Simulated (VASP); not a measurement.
# Cd (Fm-3m) in VASP: notebook

Runs on Cd. Level: PBEsol. Tasks: single point.

Everything below comes from runs of VASP 6.6.1. Logs are shortened: lines on timing, memory, paths and dates and some standing lists are left out, and cuts for length are marked.

## Step 1: The cell of the first run

The structure is cubic, space group Fm-3m (No. 225). The conventional cell has a = 3.442 Å, b = 3.442 Å, c = 3.442 Å, α = 90.00°, β = 90.00°, γ = 90.00°. Cd (site symmetry m-3m) has 12 Cd at 2.43 Å within 3.2 Å.

## Step 2: Single point, PBEsol

INCAR

```
SYSTEM = Cd
PREC = Accurate ; ENCUT = 520
EDIFF = 1E-7 ; ISMEAR = -1
SIGMA = 0.1 ; LREAL = .FALSE.
LASPH = .TRUE. ; NELM = 60
ALGO = Normal ; ISIF = 2
LWAVE = .FALSE. ; LCHARG = .FALSE.
GGA = PS ; NBANDS = 12
```

KPOINTS

```
regular mesh
0
G
  19 19 19
  0 0 0
```

POSCAR

```
Cd
1.0
    0.0000000000      1.7208237783      1.7208237783
    1.7208237783      0.0000000000      1.7208237783
    1.7208237783      1.7208237783      0.0000000000
Cd
1
Direct
    0.0000000000      0.0000000000      0.0000000000
```

Potentials or basis: VASP PAW PBE potentials, release 64 (Cd).

The run is started by

```
cat potpaw_PBE.64/Cd/POTCAR > POTCAR
mpirun -np 1 vasp_std > vasp.out
```

OUTCAR:

```text
SYSTEM = Cd
   PREC = Accurate
   ENCUT = 520
   EDIFF = 1E-7
   ISMEAR = -1
   LREAL = .FALSE.
   LASPH = .TRUE.
   NELM = 60
   ISIF = 2
   GGA = PS

 ion  position               nearest neighbor table
   1  0.000  0.000  0.000-

  LATTYP: Found a face centered cubic cell.
 ALAT       =     3.4416475566

  Lattice vectors:

 A1 = (   0.0000000000,   1.7208237783,   1.7208237783)
 A2 = (   1.7208237783,   0.0000000000,   1.7208237783)
 A3 = (   1.7208237783,   1.7208237783,   0.0000000000)

Analysis of symmetry for initial positions (statically):
=====================================================================
 Subroutine PRICEL returns:
 Original cell was already a primitive cell.

 Routine SETGRP: Setting up the symmetry group for a
 face centered cubic supercell.

 Subroutine GETGRP returns: Found 48 space group operations
 (whereof 48 operations were pure point group operations)
 out of a pool of 48 trial point group operations.

The static configuration has the point symmetry O_h .

Analysis of symmetry for dynamics (positions and initial velocities):
=====================================================================
 Subroutine PRICEL returns:
 Original cell was already a primitive cell.

 Routine SETGRP: Setting up the symmetry group for a
 face centered cubic supercell.

 Subroutine GETGRP returns: Found 48 space group operations
 (whereof 48 operations were pure point group operations)
 out of a pool of 48 trial point group operations.

The dynamic configuration has the point symmetry O_h .

 Subroutine INISYM returns: Found 48 space group operations
 (whereof 48 operations are pure point group operations),
 and found     1 'primitive' translations

----------------------------------------------------------------------------------------

                                     Primitive cell

  volume of cell :      10.1915

  direct lattice vectors                    reciprocal lattice vectors
     0.000000000  1.720823778  1.720823778    -0.290558514  0.290558514  0.290558514
     1.720823778  0.000000000  1.720823778     0.290558514 -0.290558514  0.290558514
     1.720823778  1.720823778  0.000000000     0.290558514  0.290558514 -0.290558514

  length of vectors
     2.433612326  2.433612326  2.433612326     0.503262109  0.503262109  0.503262109

  position of ions in fractional coordinates (direct lattice)
     0.000000000  0.000000000  0.000000000

  ion indices of the primitive-cell ions
   primitive index   ion index
                 1           1

----------------------------------------------------------------------------------------

 KPOINTS: regular mesh

Automatic generation of k-mesh.
 Grid dimensions read from file:
 generate k-points for:   19   19   19

 Generating k-lattice:

  Cartesian coordinates                     Fractional coordinates (reciprocal lattice)
    -0.015292553  0.015292553  0.015292553     0.052631579  0.000000000  0.000000000
     0.015292553 -0.015292553  0.015292553     0.000000000  0.052631579  0.000000000
     0.015292553  0.015292553 -0.015292553     0.000000000  0.000000000  0.052631579

  Length of vectors
     0.026487479  0.026487479  0.026487479

  Shift w.r.t. Gamma in fractional coordinates (k-lattice)
     0.000000000  0.000000000  0.000000000

 Subroutine IBZKPT returns following result:
 ===========================================

 Found    220 irreducible k-points:

 Following reciprocal coordinates:
            Coordinates               Weight
  0.000000  0.000000  0.000000      1.000000
  0.052632  0.000000  0.000000      8.000000
  0.105263  0.000000  0.000000      8.000000
  0.157895  0.000000  0.000000      8.000000
  0.210526  0.000000  0.000000      8.000000
  0.263158  0.000000  0.000000      8.000000
[... 16 lines left out ...]
 -0.315789  0.052632  0.000000     24.000000
 -0.263158  0.052632  0.000000     24.000000
 [... further k-points ...]
   k-points           NKPTS =    220   k-points in BZ     NKDIM =    220   number of bands    NBANDS=     12
   number of dos      NEDOS =    301   number of ions     NIONS =      1
   total plane-waves  NPLWV =   5832
   dimension x,y,z NGX =    18 NGY =   18 NGZ =   18
   dimension x,y,z NGXF=    36 NGYF=   36 NGZF=   36
   ions per type =               1
   NGX,Y,Z   is equivalent  to a cutoff of  12.30, 12.30, 12.30 a.u.
   NGXF,Y,Z  is equivalent  to a cutoff of  24.59, 24.59, 24.59 a.u.
 SYSTEM =  Cd
   PREC   = accura    normal or accurate (medium, high low for compatibility)
   ISTART =      0    job   : 0-new  1-cont  2-samecut
   ICHARG =      2    charge: 1-file 2-atom 10-const
   ISPIN  =      1    spin polarized calculation?
   LNONCOLLINEAR =      F non collinear calculations
   LSORBIT =      F    spin-orbit coupling
   LASPH  =      T    aspherical Exc in radial PAW
   ENCUT  =  520.0 eV  38.22 Ry    6.18 a.u.   4.52  4.52  4.52*2*pi/ulx,y,z
   NELM   =     60;   NELMIN=  2; NELMDL= -5     # of ELM steps
   EDIFF  = 0.1E-06   stopping-criterion for ELM
   LREAL  =      F    real-space projection
   EDIFFG = 0.1E-05   stopping-criterion for IOM
   NSW    =      0    number of steps for IOM
   IBRION =     -1    ionic relax: 0-MD 1-quasi-New 2-CG
   NFREE  =      0    steps in history (QN), initial steepest desc. (CG)
   ISIF   =      2    stress and relaxation
   ISYM   =      2    0-nonsym 1-usesym 2-fastsym
   POTIM  = 0.5000    time-step for ionic-motion
   TEBEG  =    0.0;   TEEND  =   0.0 temperature during run
   PSTRESS=    0.0 pullay stress
   NELECT =      12.0000    total number of electrons
   NUPDOWN=      -1.0000    fix difference up-down
   EMIN   =  10.00;   EMAX   =-10.00  energy-range for DOS
   EFERMI =   0.00;   METHOD = LEGACY
   ISMEAR =    -1;   SIGMA  =   0.10  broadening in eV -4-tet -1-fermi 0-gaus
   EFERMI_NEDOS =   21; number of points for ismear=-14 and -15
   IALGO  =     38    algorithm
   IMIX   =      4    mixing-type and parameters
     AMIX     =   0.40;   BMIX     =  1.00
     AMIX_MAG =   1.60;   BMIX_MAG =  1.00
  volume/ion in A,a.u.               =      10.19        68.78
  Fermi-wavevector in a.u.,A,eV,Ry     =   1.728710  3.266789 40.660178  2.988439
  Thomas-Fermi vector in A             =   2.803593
   LORBIT       =      0    0 simple, 1 ext, 2 COOP (PROOUT), +10 PAW based schemes
   GGA     = PS    functional components
   LHFCALC =     F    Hartree Fock is set to
   AEXX    =    0.0000 exact exchange contribution
   IVDW    =     0    specifies the selected vdW correction
   LEPSILON=     F    determine dielectric tensor
   LRPA    =     F    only Hartree local field effects (RPA)
 non-spin polarized calculation
  energy-cutoff  :      520.00
  volume of cell :       10.19
 maximum number of plane-waves:       290
 NGX is ok and might be reduce to    18
   NGX =  9   NGY =  9   NGZ =  9

 number of electron      12.0000006 magnetization

 Free energy of the ion-electron system (eV)
  ---------------------------------------------------
  ext. energy  EPLUGINS =         0.00000000
  ---------------------------------------------------
  free energy    TOTEN  =         3.91348434 eV

  energy without entropy =        3.92151625  energy(sigma->0) =        3.91750029

 E-fermi :  13.0564     XC(G=0): -15.8311

 val. band max:       13.0239533849   @ k =  -0.4211   0.1579   0.0526
 cond. band min:      13.0637138169   @ k =  -0.3158   0.4737   0.2105
 fundamental gap:      0.0397604320
 Fermi energy:        13.0563791624

 k-point     1 :       0.0000    0.0000    0.0000
  band No.  band energies     occupation
      1      -5.5255      2.00000
      2      -2.0448      2.00000
      3      -2.0448      2.00000
      4      -2.0448      2.00000
      5       0.0368      2.00000
      6       0.0368      2.00000
      7      26.7748      0.00000
      8      33.0802      0.00000
      9      33.0802      0.00000
     10      33.0802      0.00000
     11      38.0409      0.00000
     12      41.8736      0.00000

 k-point     2 :       0.0526    0.0000    0.0000
  band No.  band energies     occupation
      1      -5.3939      2.00000
      2      -2.0853      2.00000
      3      -1.9970      2.00000
      4      -1.9970      2.00000
      5       0.0159      2.00000
      6       0.0159      2.00000
      7      26.8726      0.00000
      8      31.9255      0.00000
      9      33.1802      0.00000
     10      33.1802      0.00000
     11      38.8419      0.00000
     12      41.7514      0.00000

 k-point     3 :       0.1053    0.0000    0.0000
  band No.  band energies     occupation
      1      -5.0237      2.00000
      2      -2.1750      2.00000
      3      -1.8704      2.00000
      4      -1.8704      2.00000
      5      -0.0285      2.00000
      6      -0.0285      2.00000
      7      27.0294      0.00000
      8      29.8432      0.00000
      9      33.4561      0.00000
     10      33.4561      0.00000
     11      38.8090      0.00000
     12      41.3218      0.00000
[... 286 lines left out ...]
 k-point    23 :      -0.3158    0.0526    0.0000
  band No.  band energies     occupation
      1      -4.2913      2.00000
      2      -1.8654      2.00000
      3      -1.7791      2.00000
      4       0.1643      2.00000
      5       0.6232      2.00000
      6       1.9349      2.00000
      7      18.4028      0.00000
      8      26.7020      0.00000
      9      31.7807      0.00000
     10      34.9981      0.00000
     11      37.2512      0.00000
     12      37.4498      0.00000

 k-point    24 :      -0.2632    0.0526    0.0000
  band No.  band energies     occupation
      1      -4.0898      2.00000
      2      -1.7516      2.00000
      3      -1.6435      2.00000
      4      -0.7943      2.00000
      5       0.1943      2.00000
      6       1.0832      2.00000
      7      20.9345      0.00000
      8      27.2968      0.00000
      9      32.3446      0.00000
     10      36.2324      0.00000
     11      36.6524      0.00000
     12      37.1903      0.00000

 [... further k-points ...]
[... 5 lines left out ...]
  --------------------------------------------------------------------------------------
  -------------------------------------------------------------------------------------
  Total       20.7018595     20.7018595     20.7018595      0.0000000      0.0000000     -0.0000000
  in kB     3254.4735696   3254.4735696   3254.4735696      0.0000000      0.0000000     -0.0000000
  external PRESSURE =    3254.4735696 kB  Pullay stress =       0.0000000 kB

 VOLUME and BASIS-vectors are now :
 -----------------------------------------------------------------------------
  energy-cutoff  :      520.00
  volume of cell :       10.19
      direct lattice vectors                 reciprocal lattice vectors
     0.000000000  1.720823778  1.720823778    -0.290558514  0.290558514  0.290558514
     1.720823778  0.000000000  1.720823778     0.290558514 -0.290558514  0.290558514
     1.720823778  1.720823778  0.000000000     0.290558514  0.290558514 -0.290558514

 POSITION                                       TOTAL-FORCE (eV/Angst)
 -----------------------------------------------------------------------------------
      0.00000      0.00000      0.00000         0.000000      0.000000      0.000000
 -----------------------------------------------------------------------------------
    total drift:                               -0.000000     -0.000000     -0.000000

  FREE ENERGIE OF THE ION-ELECTRON SYSTEM (eV)
  ---------------------------------------------------
  free  energy   TOTEN  =         3.9134843377 eV

  energy  without entropy=        3.9215162465  energy(sigma->0) =        3.91750029
```

It took 12 s on 1 thread of Intel Xeon Platinum 8488C (Sapphire Rapids), shared host; peak memory 0.14 GiB.

What came out:

* Free energy: 3.9135 eV
* Pressure: 325.4 GPa
* Band gap on the k mesh: zero (band 6 reaches 14.51 eV, above the bottom of band 7 at 12.98 eV)

Caveat: the PAW data sets were made with another functional, which shifts forces and pressure a little.

## Step 3: Single point, PBEsol

INCAR

```
PREC = Accurate
ENCUT = 520
EDIFF = 1E-6
ISMEAR = -1
SIGMA = 0.1
LREAL = False
LASPH = True
NELM = 60
ALGO = Normal
ISIF = 2
LWAVE = False
LCHARG = True
GGA = PS
LELF = True
LVHAR = True
NBANDS = 12
```

KPOINTS

```
Automatic mesh
0
Gamma
  19 19 19
```

POSCAR

```
Cd
1.0
    0.0000000000      1.7209339527      1.7209339527
    1.7209339527      0.0000000000      1.7209339527
    1.7209339527      1.7209339527      0.0000000000
Cd
1
Direct
    0.0000000000      0.0000000000      0.0000000000
```

Potentials or basis: VASP PAW PBE potentials, release 64 (Cd).

The run is started by

```
cat potpaw_PBE.64/Cd/POTCAR > POTCAR
mpirun -np 1 vasp_std > vasp.out
```

It took 12 s on 1 thread of Intel Xeon Platinum 8488C (Sapphire Rapids), shared host; peak memory 0.14 GiB.

Results (log left out):

```yaml
Free_energy: 3.9095 eV
Pressure: 325.2 GPa
Band_gap_on_the_k_mesh: zero (band 6 reaches 14.50 eV, above the bottom of band 7 at 12.98 eV)
```

Levels at points of the mesh, in eV from the Fermi level:
| k point | band 2 | band 3 | band 4 | band 5 | band 6 | band 7 | band 8 | band 9 | band 10 | band 11 |
| --- | --- | --- | --- | --- | --- | --- | --- | --- | --- | --- |
| (0.00, 0.00, 0.00) | -15.10 | -15.10 | -15.10 | -13.02 | -13.02 | 13.72 | 20.02 | 20.02 | 20.02 | 24.98 |

Caveat: the PAW data sets were made with another functional, which shifts forces and pressure a little.
